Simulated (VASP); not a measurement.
# Ir (Pmma) in VASP: further runs, part 2 of 2

VASP 6.6.1. The steps go on from the part before.

### 4 Single point, LDA

This run uses another cell than the first one.

INCAR reads:

```
SYSTEM = Ir
PREC = Accurate ; ENCUT = 520
EDIFF = 1E-6 ; ISMEAR = 0
SIGMA = 0.05 ; LREAL = .FALSE.
LASPH = .TRUE. ; NELM = 80
ALGO = Normal ; ISIF = 2
LWAVE = .FALSE. ; LCHARG = .TRUE.
GGA = CA ; LELF = .TRUE.
LVHAR = .TRUE. ; NBANDS = 16
```

KPOINTS reads:

```
regular mesh
0
G
  3 13 4
  0 0 0
```

POSCAR reads:

```
Ir
1.0
   12.0730501969      0.0000000000      0.0000000000
    0.0000000000      2.2032457998      0.0000000000
    0.0000000000      0.0000000000      7.0957863667
Ir
2
Direct
    0.2500000000      0.0000000000      0.1639880000
    0.7500000000      0.0000000000      0.8360120000
```

Potentials or basis: VASP PAW LDA potentials, release 64 (Ir).

Started as:

```sh
> cat potpaw_LDA.64/Ir/POTCAR > POTCAR
> mpirun -np 1 vasp_std > vasp.out
```

OUTCAR:

```text
SYSTEM = Ir
   PREC = Accurate
   ENCUT = 520
   EDIFF = 1E-6
   ISMEAR = 0
   LREAL = .FALSE.
   LASPH = .TRUE.
   NELM = 80
   ISIF = 2
   GGA = CA

 ion  position               nearest neighbor table
   1  0.250  0.000  0.164-
   2  0.750  0.000  0.836-

  LATTYP: Found a simple orthorhombic cell.
 ALAT       =     2.2032457998
 B/A-ratio  =     3.2206058749
 C/A-ratio  =     5.4796655906

  Lattice vectors:

 A1 = (   0.0000000000,   2.2032457998,   0.0000000000)
 A2 = (   0.0000000000,   0.0000000000,   7.0957863667)
 A3 = (  12.0730501969,   0.0000000000,   0.0000000000)

Analysis of symmetry for initial positions (statically):
=====================================================================
 Subroutine PRICEL returns:
 Original cell was already a primitive cell.

 Routine SETGRP: Setting up the symmetry group for a
 simple orthorhombic supercell.

 Subroutine GETGRP returns: Found  8 space group operations
 (whereof  4 operations were pure point group operations)
 out of a pool of  8 trial point group operations.

The static configuration has the point symmetry C_2h.
 The point group associated with its full space group is D_2h.

Analysis of symmetry for dynamics (positions and initial velocities):
=====================================================================
 Subroutine PRICEL returns:
 Original cell was already a primitive cell.

 Routine SETGRP: Setting up the symmetry group for a
 simple orthorhombic supercell.

 Subroutine GETGRP returns: Found  8 space group operations
 (whereof  4 operations were pure point group operations)
 out of a pool of  8 trial point group operations.

The dynamic configuration has the point symmetry C_2h.
 The point group associated with its full space group is D_2h.

 Subroutine INISYM returns: Found  8 space group operations
 (whereof  4 operations are pure point group operations),
 and found     1 'primitive' translations

[... 111 lines left out ...]
   IALGO  =     38    algorithm
   IMIX   =      4    mixing-type and parameters
     AMIX     =   0.40;   BMIX     =  1.00
     AMIX_MAG =   1.60;   BMIX_MAG =  1.00
  volume/ion in A,a.u.               =      94.37       636.86
  Fermi-wavevector in a.u.,A,eV,Ry     =   0.747949  1.413419  7.611482  0.559428
  Thomas-Fermi vector in A             =   1.844123
   LORBIT       =      0    0 simple, 1 ext, 2 COOP (PROOUT), +10 PAW based schemes
   GGA     = CA    functional components
   LHFCALC =     F    Hartree Fock is set to
   AEXX    =    0.0000 exact exchange contribution
   IVDW    =     0    specifies the selected vdW correction
   LEPSILON=     F    determine dielectric tensor
   LRPA    =     F    only Hartree local field effects (RPA)
 non-spin polarized calculation
 Gauss-broadening in eV      SIGMA  =   0.05
  energy-cutoff  :      520.00
  volume of cell :      188.75
 maximum number of plane-waves:      5127
 NGX is ok and might be reduce to    90
   NGX = 45   NGY =  9   NGZ = 27

 number of electron      18.0000000 magnetization

 Free energy of the ion-electron system (eV)
  ---------------------------------------------------
  ext. energy  EPLUGINS =         0.00000000
  ---------------------------------------------------
  free energy    TOTEN  =       -11.39307101 eV

  energy without entropy =      -11.38411600  energy(sigma->0) =      -11.38859351

 E-fermi :  -3.5293     XC(G=0):  -4.4692

 val. band max:       -3.7280919522   @ k =   0.3333   0.3846   0.5000
 cond. band min:      -3.4897864607   @ k =   0.3333   0.4615   0.0000
 fundamental gap:      0.2383054916
 Fermi energy:        -3.5292734226

 k-point     1 :       0.0000    0.0000    0.0000
  band No.  band energies     occupation
      1     -11.4826      2.00000
      2     -11.4822      2.00000
      3      -5.9965      2.00000
      4      -5.9292      2.00000
      5      -5.3274      2.00000
      6      -5.3230      2.00000
[... 433 lines left out ...]
      3      -6.9829      2.00000
      4      -6.9820      2.00000
      5      -4.2446      2.00000
      6      -4.2381      2.00000
[... 8 lines left out ...]
     15       3.4426      0.00000
     16       3.8152      0.00000

 [... further k-points ...]

------------------------ aborting loop because EDIFF is reached ----------------------------------------

  FORCE on cell =-STRESS in cart. coord.  units (eV):
  Direction    XX          YY          ZZ          XY          YZ          ZX
  --------------------------------------------------------------------------------------
  -------------------------------------------------------------------------------------
  Total       -0.0566879      2.6583079     -0.0374208      0.0000000      0.0000000      0.0000000
  in kB       -0.4811940     22.5650019     -0.3176455      0.0000000      0.0000000      0.0000000
  external PRESSURE =       7.2553875 kB  Pullay stress =       0.0000000 kB

 VOLUME and BASIS-vectors are now :
 -----------------------------------------------------------------------------
  energy-cutoff  :      520.00
  volume of cell :      188.75
      direct lattice vectors                 reciprocal lattice vectors
    12.073050197  0.000000000  0.000000000     0.082829110  0.000000000  0.000000000
     0.000000000  2.203245800  0.000000000     0.000000000  0.453875823  0.000000000
     0.000000000  0.000000000  7.095786367     0.000000000  0.000000000  0.140928707

 POSITION                                       TOTAL-FORCE (eV/Angst)
 -----------------------------------------------------------------------------------
      3.01826      0.00000      1.16362        -0.000000      0.000000     -0.001917
      9.05479      0.00000      5.93216         0.000000      0.000000      0.001917
 -----------------------------------------------------------------------------------
    total drift:                                0.000000      0.000000     -0.000000

  FREE ENERGIE OF THE ION-ELECTRON SYSTEM (eV)
  ---------------------------------------------------
  free  energy   TOTEN  =       -11.3930710105 eV

  energy  without entropy=      -11.3841160014  energy(sigma->0) =      -11.38859351
```

stdout:

```text
POSCAR found type information on POSCAR Ir
 POSCAR found :  1 types and       2 ions
 scaLAPACK will be used
 LDA part: xc-table for (Slater(with rela. corr.)+CA(PZ))
 , standard interpolation
 POSCAR, INCAR and KPOINTS ok, starting setup
 FFT: planning ... GRIDC
 FFT: planning ... GRID_SOFT
 FFT: planning ... GRID
 WAVECAR not read
 entering main loop
```

Wall time 2.6 min (1 thread of Intel Xeon 8259CL, shared host); peak memory 0.28 GiB.

Results:

| Item | Value |
| --- | --- |
| Free energy | -11.3931 eV |
| Pressure | 0.7 GPa |
| Band gap on the k mesh | zero (bands 9 and 10 overlap by 3.59 eV) |

Levels at points of the mesh, in eV from the Fermi level:
```
           k point  band 5  band 6  band 7  band 8  band 9  band 10  band 11  band 12
(0.00, 0.00, 0.00)   -1.80   -1.79   -1.79   -1.79    2.40     2.57     2.57     2.57
(0.00, 0.00, 0.50)   -1.79   -1.79   -1.79   -1.78    2.52     2.56     2.57     2.57
```

Caveat: spin-orbit coupling is left out, which moves the levels of the heavy elements.

### 5 Single point, LDA

This run uses another cell than the first one.

INCAR reads:

```
PREC = Accurate
ENCUT = 520
EDIFF = 1E-7
ISMEAR = 0
SIGMA = 0.05
LREAL = F
LASPH = T
NELM = 100
ALGO = Normal
ISIF = 2
LWAVE = F
LCHARG = F
NBANDS = 16
```

KPOINTS reads:

```
regular mesh
0
Gamma
  3 13 4
```

POSCAR reads:

```
Ir
1.0
   12.2384550000      0.0000000000      0.0000000000
    0.0000000000      2.2334310000      0.0000000000
    0.0000000000      0.0000000000      7.1930010000
Ir
2
Direct
    0.2500000000      0.0000000000      0.1639880000
    0.7500000000      0.0000000000      0.8360120000
```

Started as:

```sh
> cat potpaw_LDA.64/Ir/POTCAR > POTCAR
> mpirun -np 1 vasp_std > vasp.out
```

It took 3 min on 1 thread of Intel Xeon 8259CL, shared host; peak memory 0.3 GiB.

It converged, with:

| Property | Result |
| --- | --- |
| Free energy | -11.4049 eV |
| Pressure | -0.2 GPa |
| Band gap on the k mesh | zero (bands 9 and 10 overlap by 3.39 eV) |

Stress tensor (GPa, compression positive):
```
-0.04  0.00  0.00
 0.00 -0.63  0.00
 0.00  0.00 -0.03
```

Levels at points of the mesh, in eV from the Fermi level:
| k point | band 4 | band 5 | band 6 | band 7 | band 8 | band 9 | band 10 | band 11 | band 12 | band 13 |
| --- | --- | --- | --- | --- | --- | --- | --- | --- | --- | --- |
| (0.00, 0.00, 0.00) | -2.28 | -1.68 | -1.68 | -1.67 | -1.67 | 2.41 | 2.41 | 2.41 | 2.41 | 2.47 |
| (0.00, 0.00, 0.50) | -2.27 | -1.68 | -1.67 | -1.67 | -1.67 | 2.41 | 2.41 | 2.41 | 2.41 | 2.59 |

Caveat: spin-orbit coupling is left out, which moves the levels of the heavy elements.

### 6 The runs side by side

| cell | gap on the mesh (eV) | pressure (GPa) |
| --- | --- | --- |
| a = 11.728, b = 2.140, c = 6.893 Å, 2 atoms | none | 3.4 |
| a = 11.903, b = 2.172, c = 6.996 Å, 2 atoms | none | 1.9 |
| a = 12.073, b = 2.203, c = 7.096 Å, 2 atoms | none | 0.7 |
| a = 12.238, b = 2.233, c = 7.193 Å, 2 atoms | none | -0.2 |

Alike in all rows: task single point; level LDA; potentials or basis VASP PAW LDA potentials, release 64 (Ir); no spin polarisation; k mesh 3 × 13 × 4; cutoff (eV) 520; smearing gaussian 0.05 eV.

Caveats: spin-orbit coupling is left out, which moves the levels of the heavy elements; the stress differs along the axes, from -0 to 10 GPa (at least some runs); the stress differs along the axes, from -0 to 6 GPa (at least some runs).

Total energies depend on the potentials used, so only differences within one code and one set of settings carry meaning.

The gap in the log of VASP goes by the Fermi energy; the results here count the filled bands.